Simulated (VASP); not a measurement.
# Ti (Im-3m) in VASP: notebook

The runs below take Ti through single point, relaxation of cell and atoms, with PBEsol.

All numbers are computed with VASP 6.6.1; they aren't measurements. Logs are shortened: lines on timing, memory, paths and dates and some standing lists are left out, and cuts for length are marked.

### 1 The cell of the first run

Symmetry: Im-3m, No. 229, cubic system. The conventional cell has a = 3.233 Å, b = 3.233 Å, c = 3.233 Å, α = 90.00°, β = 90.00°, γ = 90.00°. Within 3.7 Å of Ti (site symmetry m-3m) lie 14 Ti at 2.80 to 3.23 Å.

### 2 Single point, PBEsol

INCAR reads:

```
SYSTEM = Ti
PREC = Accurate
ENCUT = 520
EDIFF = 1E-6
ISMEAR = -1
SIGMA = 0.1
LREAL = .False.
LASPH = .True.
NELM = 100
ALGO = Normal
ISIF = 2
LWAVE = .False.
LCHARG = .True.
GGA = PS
LELF = .True.
LVHAR = .True.
NBANDS = 12
```

KPOINTS reads:

```
regular mesh
0
Gamma
  9 9 9
  0 0 0
```

POSCAR reads:

```
Ti
1.0
   -1.6166725632      1.6166725632      1.6166725632
    1.6166725632     -1.6166725632      1.6166725632
    1.6166725632      1.6166725632     -1.6166725632
Ti
1
Direct
    0.0000000000      0.0000000000      0.0000000000
```

Potentials or basis: VASP PAW PBE potentials, release 64 (Ti_sv).

Started as:

```bash
$ cat potpaw_PBE.64/Ti_sv/POTCAR > POTCAR
$ mpirun -np 1 vasp_std > vasp.out
```

OUTCAR:

```text
SYSTEM = Ti
   PREC = Accurate
   ENCUT = 520
   EDIFF = 1E-6
   ISMEAR = -1
   LREAL = .False.
   LASPH = .True.
   NELM = 100
   ISIF = 2
   GGA = PS

 ion  position               nearest neighbor table
   1  0.000  0.000  0.000-

  LATTYP: Found a body centered cubic cell.
 ALAT       =     3.2333451264

  Lattice vectors:

 A1 = (  -1.6166725632,   1.6166725632,   1.6166725632)
 A2 = (   1.6166725632,  -1.6166725632,   1.6166725632)
 A3 = (   1.6166725632,   1.6166725632,  -1.6166725632)

Analysis of symmetry for initial positions (statically):
=====================================================================
 Subroutine PRICEL returns:
 Original cell was already a primitive cell.

 Routine SETGRP: Setting up the symmetry group for a
 body centered cubic supercell.

 Subroutine GETGRP returns: Found 48 space group operations
 (whereof 48 operations were pure point group operations)
 out of a pool of 48 trial point group operations.

The static configuration has the point symmetry O_h .

Analysis of symmetry for dynamics (positions and initial velocities):
=====================================================================
 Subroutine PRICEL returns:
 Original cell was already a primitive cell.

 Routine SETGRP: Setting up the symmetry group for a
 body centered cubic supercell.

 Subroutine GETGRP returns: Found 48 space group operations
 (whereof 48 operations were pure point group operations)
 out of a pool of 48 trial point group operations.

The dynamic configuration has the point symmetry O_h .

 Subroutine INISYM returns: Found 48 space group operations
 (whereof 48 operations are pure point group operations),
 and found     1 'primitive' translations

----------------------------------------------------------------------------------------

                                     Primitive cell

  volume of cell :      16.9015

  direct lattice vectors                    reciprocal lattice vectors
    -1.616672563  1.616672563  1.616672563     0.000000000  0.309277222  0.309277222
     1.616672563 -1.616672563  1.616672563     0.309277222  0.000000000  0.309277222
     1.616672563  1.616672563 -1.616672563     0.309277222  0.309277222  0.000000000

  length of vectors
     2.800159019  2.800159019  2.800159019     0.437384043  0.437384043  0.437384043

  position of ions in fractional coordinates (direct lattice)
     0.000000000  0.000000000  0.000000000

  ion indices of the primitive-cell ions
   primitive index   ion index
                 1           1

----------------------------------------------------------------------------------------

 KPOINTS: regular mesh

Automatic generation of k-mesh.
 Grid dimensions read from file:
 generate k-points for:    9    9    9

 Generating k-lattice:

  Cartesian coordinates                     Fractional coordinates (reciprocal lattice)
     0.000000000  0.034364136  0.034364136     0.111111111  0.000000000  0.000000000
     0.034364136  0.000000000  0.034364136     0.000000000  0.111111111  0.000000000
     0.034364136  0.034364136  0.000000000     0.000000000  0.000000000  0.111111111

  Length of vectors
     0.048598227  0.048598227  0.048598227

  Shift w.r.t. Gamma in fractional coordinates (k-lattice)
     0.000000000  0.000000000  0.000000000

 Subroutine IBZKPT returns following result:
 ===========================================

 Found     35 irreducible k-points:

 Following reciprocal coordinates:
            Coordinates               Weight
  0.000000  0.000000  0.000000      1.000000
  0.111111  0.000000  0.000000     12.000000
  0.222222  0.000000  0.000000     12.000000
  0.333333  0.000000  0.000000     12.000000
  0.444444  0.000000  0.000000     12.000000
  0.111111  0.111111  0.000000     24.000000
[... 16 lines left out ...]
 -0.333333  0.444444  0.111111     48.000000
 -0.444444 -0.444444  0.111111     24.000000
 [... further k-points ...]
   k-points           NKPTS =     35   k-points in BZ     NKDIM =     35   number of bands    NBANDS=     12
   number of dos      NEDOS =    301   number of ions     NIONS =      1
   total plane-waves  NPLWV =  13824
   dimension x,y,z NGX =    24 NGY =   24 NGZ =   24
   dimension x,y,z NGXF=    48 NGYF=   48 NGZF=   48
   ions per type =               1
   NGX,Y,Z   is equivalent  to a cutoff of  14.25, 14.25, 14.25 a.u.
   NGXF,Y,Z  is equivalent  to a cutoff of  28.50, 28.50, 28.50 a.u.
 SYSTEM =  Ti
   PREC   = accura    normal or accurate (medium, high low for compatibility)
   ISTART =      0    job   : 0-new  1-cont  2-samecut
   ICHARG =      2    charge: 1-file 2-atom 10-const
   ISPIN  =      1    spin polarized calculation?
   LNONCOLLINEAR =      F non collinear calculations
   LSORBIT =      F    spin-orbit coupling
   LASPH  =      T    aspherical Exc in radial PAW
   ENCUT  =  520.0 eV  38.22 Ry    6.18 a.u.   5.21  5.21  5.21*2*pi/ulx,y,z
   NELM   =    100;   NELMIN=  2; NELMDL= -5     # of ELM steps
   EDIFF  = 0.1E-05   stopping-criterion for ELM
   LREAL  =      F    real-space projection
   EDIFFG = 0.1E-04   stopping-criterion for IOM
   NSW    =      0    number of steps for IOM
   IBRION =     -1    ionic relax: 0-MD 1-quasi-New 2-CG
   NFREE  =      0    steps in history (QN), initial steepest desc. (CG)
   ISIF   =      2    stress and relaxation
   ISYM   =      2    0-nonsym 1-usesym 2-fastsym
   POTIM  = 0.5000    time-step for ionic-motion
   TEBEG  =    0.0;   TEEND  =   0.0 temperature during run
   PSTRESS=    0.0 pullay stress
   NELECT =      12.0000    total number of electrons
   NUPDOWN=      -1.0000    fix difference up-down
   EMIN   =  10.00;   EMAX   =-10.00  energy-range for DOS
   EFERMI =   0.00;   METHOD = LEGACY
   ISMEAR =    -1;   SIGMA  =   0.10  broadening in eV -4-tet -1-fermi 0-gaus
   EFERMI_NEDOS =   21; number of points for ismear=-14 and -15
   IALGO  =     38    algorithm
   IMIX   =      4    mixing-type and parameters
     AMIX     =   0.40;   BMIX     =  1.00
     AMIX_MAG =   1.60;   BMIX_MAG =  1.00
  volume/ion in A,a.u.               =      16.90       114.06
  Fermi-wavevector in a.u.,A,eV,Ry     =   1.460472  2.759892 29.020927  2.132978
  Thomas-Fermi vector in A             =   2.576917
   LORBIT       =      0    0 simple, 1 ext, 2 COOP (PROOUT), +10 PAW based schemes
   GGA     = PS    functional components
   LHFCALC =     F    Hartree Fock is set to
   AEXX    =    0.0000 exact exchange contribution
   IVDW    =     0    specifies the selected vdW correction
   LEPSILON=     F    determine dielectric tensor
   LRPA    =     F    only Hartree local field effects (RPA)
 non-spin polarized calculation
  energy-cutoff  :      520.00
  volume of cell :       16.90
 maximum number of plane-waves:       470
 NGX is ok and might be reduce to    24
   NGX = 11   NGY = 11   NGZ = 11

 number of electron      11.9999996 magnetization

 Free energy of the ion-electron system (eV)
  ---------------------------------------------------
  ext. energy  EPLUGINS =         0.00000000
  ---------------------------------------------------
  free energy    TOTEN  =        -8.26766175 eV

  energy without entropy =       -8.18980587  energy(sigma->0) =       -8.22873381

 E-fermi :   8.2514     XC(G=0): -11.7615

 val. band max:        8.2479563646   @ k =  -0.2222   0.3333   0.1111
 cond. band min:       8.2568822512   @ k =   0.2222   0.2222   0.0000
 fundamental gap:      0.0089258866
 Fermi energy:         8.2513525711

 k-point     1 :       0.0000    0.0000    0.0000
  band No.  band energies     occupation
      1     -47.9933      2.00000
      2     -23.9106      2.00000
      3     -23.9106      2.00000
      4     -23.9106      2.00000
      5       2.2303      2.00000
      6       9.2552      0.00009
      7       9.2552      0.00009
      8       9.2552      0.00009
      9      11.0887      0.00000
     10      11.0887      0.00000
     11      25.8549      0.00000
     12      25.8549      0.00000

 k-point     2 :       0.1111    0.0000    0.0000
  band No.  band energies     occupation
      1     -47.9759      2.00000
      2     -24.0013      2.00000
      3     -23.9383      2.00000
      4     -23.9112      2.00000
      5       2.6579      2.00000
      6       9.0613      0.00061
      7       9.1828      0.00018
      8       9.5715      0.00000
      9      10.8892      0.00000
     10      11.1023      0.00000
     11      25.2266      0.00000
     12      25.7518      0.00000

 k-point     3 :       0.2222    0.0000    0.0000
  band No.  band energies     occupation
      1     -47.9318      2.00000
      2     -24.2267      2.00000
      3     -24.0081      2.00000
      4     -23.9127      2.00000
      5       3.8023      2.00000
      6       8.6050      0.05656
      7       8.8190      0.00683
      8      10.4451      0.00000
      9      10.7589      0.00000
     10      11.1670      0.00000
     11      23.0822      0.00000
     12      24.6608      0.00000

 k-point     4 :       0.3333    0.0000    0.0000
  band No.  band energies     occupation
      1     -47.8812      2.00000
      2     -24.4757      2.00000
      3     -24.0864      2.00000
      4     -23.9146      2.00000
      5       5.1143      2.00000
      6       8.1355      1.52199
      7       8.6005      0.05909
      8      10.9433      0.00000
      9      11.2991      0.00000
     10      11.6166      0.00000
     11      20.0774      0.00000
     12      23.0259      0.00000

 k-point     5 :       0.4444    0.0000    0.0000
  band No.  band energies     occupation
      1     -47.8480      2.00000
      2     -24.6343      2.00000
      3     -24.1370      2.00000
      4     -23.9158      2.00000
      5       5.6783      2.00000
      6       7.8521      1.96375
      7       9.2668      0.00008
      8      11.0785      0.00000
      9      11.4248      0.00000
     10      12.5464      0.00000
     11      17.7072      0.00000
     12      21.9813      0.00000

 k-point     6 :       0.1111    0.1111    0.0000
  band No.  band energies     occupation
      1     -47.9452      2.00000
      2     -24.1557      2.00000
      3     -23.9706      2.00000
      4     -23.9325      2.00000
      5       3.4528      2.00000
      6       8.8051      0.00784
      7       8.8508      0.00497
      8      10.2184      0.00000
      9      10.6525      0.00000
     10      11.2108      0.00000
     11      24.1330      0.00000
     12      24.8435      0.00000

 k-point     7 :       0.2222    0.1111    0.0000
  band No.  band energies     occupation
      1     -47.8978      2.00000
      2     -24.3731      2.00000
      3     -24.0558      2.00000
      4     -23.9425      2.00000
      5       4.7642      2.00000
      6       8.3062      0.73266
      7       8.4471      0.24741
      8      10.6741      0.00000
      9      11.3016      0.00000
     10      11.3960      0.00000
     11      21.6816      0.00000
     12      23.1806      0.00000

 k-point     8 :       0.3333    0.1111   -0.0000
  band No.  band energies     occupation
      1     -47.8558      2.00000
      2     -24.5556      2.00000
      3     -24.1391      2.00000
      4     -23.9464      2.00000
      5       5.7871      2.00000
      6       7.9556      1.90122
      7       8.5287      0.11756
      8      10.9353      0.00000
      9      11.4902      0.00000
     10      12.5639      0.00000
     11      18.7404      0.00000
     12      21.9440      0.00000
[... 166 lines left out ...]
 k-point    20 :      -0.3333    0.3333    0.1111
  band No.  band energies     occupation
      1     -47.8678      2.00000
      2     -24.4586      2.00000
      3     -24.1182      2.00000
      4     -23.9793      2.00000
      5       5.4347      2.00000
      6       8.3431      0.57079
      7       8.4629      0.21512
      8      10.4332      0.00000
      9      11.5413      0.00000
     10      11.7145      0.00000
     11      20.2710      0.00000
     12      23.2039      0.00000

 k-point    21 :      -0.2222    0.3333    0.1111
  band No.  band energies     occupation
      1     -47.8726      2.00000
      2     -24.3770      2.00000
      3     -24.1253      2.00000
      4     -24.0216      2.00000
      5       5.3277      2.00000
      6       8.2480      1.01698
      7       8.8693      0.00413
      8      10.0046      0.00000
      9      11.1734      0.00000
     10      11.8174      0.00000
     11      22.1215      0.00000
     12      22.1582      0.00000

 k-point    22 :      -0.4444    0.4444    0.1111
  band No.  band energies     occupation
      1     -47.8357      2.00000
      2     -24.6084      2.00000
      3     -24.1698      2.00000
      4     -23.9773      2.00000
      5       5.9972      2.00000
      6       8.2013      1.24538
      7       8.5151      0.13347
      8      10.6443      0.00000
      9      12.3005      0.00000
     10      12.4969      0.00000
     11      17.7180      0.00000
     12      22.3891      0.00000

 k-point    23 :      -0.3333    0.4444    0.1111
  band No.  band energies     occupation
      1     -47.8335      2.00000
      2     -24.5199      2.00000
      3     -24.2187      2.00000
      4     -24.0266      2.00000
      5       6.3118      2.00000
      6       7.7790      1.98238
      7       8.6063      0.05588
      8      10.4315      0.00000
      9      11.7252      0.00000
     10      12.9503      0.00000
     11      19.0110      0.00000
     12      21.0070      0.00000

 k-point    24 :      -0.4444   -0.4444    0.1111
  band No.  band energies     occupation
      1     -47.8181      2.00000
      2     -24.5764      2.00000
      3     -24.2569      2.00000
      4     -24.0262      2.00000
      5       6.5199      2.00000
      6       7.9637      1.89335
      7       8.3236      0.65380
      8      10.5485      0.00000
      9      12.0873      0.00000
     10      14.0432      0.00000
     11      17.1800      0.00000
     12      20.4777      0.00000

 [... further k-points ...]
[... 5 lines left out ...]
  --------------------------------------------------------------------------------------
  -------------------------------------------------------------------------------------
  Total       -0.2357048     -0.2357048     -0.2357048     -0.0000000     -0.0000000      0.0000000
  in kB      -22.3435786    -22.3435786    -22.3435786     -0.0000000     -0.0000000      0.0000000
  external PRESSURE =     -22.3435786 kB  Pullay stress =       0.0000000 kB

 VOLUME and BASIS-vectors are now :
 -----------------------------------------------------------------------------
  energy-cutoff  :      520.00
  volume of cell :       16.90
      direct lattice vectors                 reciprocal lattice vectors
    -1.616672563  1.616672563  1.616672563     0.000000000  0.309277222  0.309277222
     1.616672563 -1.616672563  1.616672563     0.309277222  0.000000000  0.309277222
     1.616672563  1.616672563 -1.616672563     0.309277222  0.309277222  0.000000000

 POSITION                                       TOTAL-FORCE (eV/Angst)
 -----------------------------------------------------------------------------------
      0.00000      0.00000      0.00000         0.000000     -0.000000      0.000000
 -----------------------------------------------------------------------------------
    total drift:                               -0.000000     -0.000000      0.000000

  FREE ENERGIE OF THE ION-ELECTRON SYSTEM (eV)
  ---------------------------------------------------
  free  energy   TOTEN  =        -8.2676617458 eV

  energy  without entropy=       -8.1898058727  energy(sigma->0) =       -8.22873381
```

Wall time 20 s (1 thread of AMD EPYC, shared host); peak memory 0.11 GiB.

What came out:

| Quantity | Value |
| --- | --- |
| Free energy | -8.2677 eV |
| Pressure | -2.2 GPa |
| Band gap on the k mesh | zero (band 6 reaches 9.26 eV, above the bottom of band 7 at 7.65 eV) |

Caveat: the PAW data sets were made with another functional, which shifts forces and pressure a little.

### 3 Relaxation of cell and atoms, PBEsol, target pressure -2 GPa, at which the enthalpy is minimised

This run uses another cell than the first one, of 17.68 Å³/atom, 1.046 times its volume.

INCAR reads:

```
SYSTEM = Ti
ALGO = Normal ; EDIFF = 1E-6
EDIFFG = -0.02 ; ENCUT = 600
GGA = PS ; IBRION = 2
ISIF = 3 ; ISMEAR = -1
LASPH = .TRUE. ; LCHARG = .FALSE.
LREAL = .FALSE. ; LWAVE = .FALSE.
NELM = 60 ; NSW = 80
PREC = Accurate ; PSTRESS = -20.0
SIGMA = 0.1
```

KPOINTS reads:

```
k-points
0
G
  9 9 9
  0 0 0
```

POSCAR reads:

```
Ti
1.0
   -1.6410000000      1.6410000000      1.6410000000
    1.6410000000     -1.6410000000      1.6410000000
    1.6410000000      1.6410000000     -1.6410000000
Ti
1
Direct
    0.0000000000      0.0000000000      0.0000000000
```

Potentials or basis: VASP PAW PBE potentials, release 64 (Ti_sv).

Started as:

```bash
$ cat potpaw_PBE.64/Ti_sv/POTCAR > POTCAR
$ mpirun -np 1 vasp_std > vasp.out
```

Wall time 45 s (1 thread of AMD EPYC, shared host); peak memory 0.11 GiB.

It converged, with:

```yaml
Free_energy: -8.2685 eV
Relaxed_volume: 16.86 Å³/atom
Relaxed_cell: a = 2.798 Å, b = 2.798 Å, c = 2.798 Å, α = 109.47°, β = 109.47°, γ = 109.47°
Space_group_after_relaxing_to_0.05_Å: Im-3m (No. 229)
Energy_change_on_relaxing_the_enthalpy_is_what_falls: -22.1 meV/atom
Ionic_steps: 3
Pressure_after_relaxing: -2.0 GPa
Band_gap_on_the_k_mesh: zero (band 6 reaches 9.28 eV, above the bottom of band 7 at 7.68 eV)
```

Step by step:
```
step  energy change (eV)  largest force (eV/Å)  pressure (GPa)  volume (Å³)
   1              0.0000                0.0000           -6.47        17.68
   2             -0.0238                0.0000            0.69        16.45
   3             -0.0221                0.0000           -1.97        16.86
```

Final structure:
```yaml
crystal:
  lattice:
    - [-1.61528, 1.61528, 1.61528]
    - [1.61528, -1.61528, 1.61528]
    - [1.61528, 1.61528, -1.61528]
  atoms:
    - { symbol: Ti, position: [0.00000, 0.00000, 0.00000] }
```

Levels at points of the mesh, in eV from the Fermi level:
```
           k point  band 3  band 4  band 5  band 6  band 7  band 8  band 9  band 10
(0.00, 0.00, 0.00)  -32.15  -32.15   -6.03    1.01    1.01    1.01    2.85     2.85
```

Caveat: the cell is relaxed towards a set pressure, so the enthalpy falls and the energy may rise; the PAW data sets were made with another functional, which shifts forces and pressure a little.
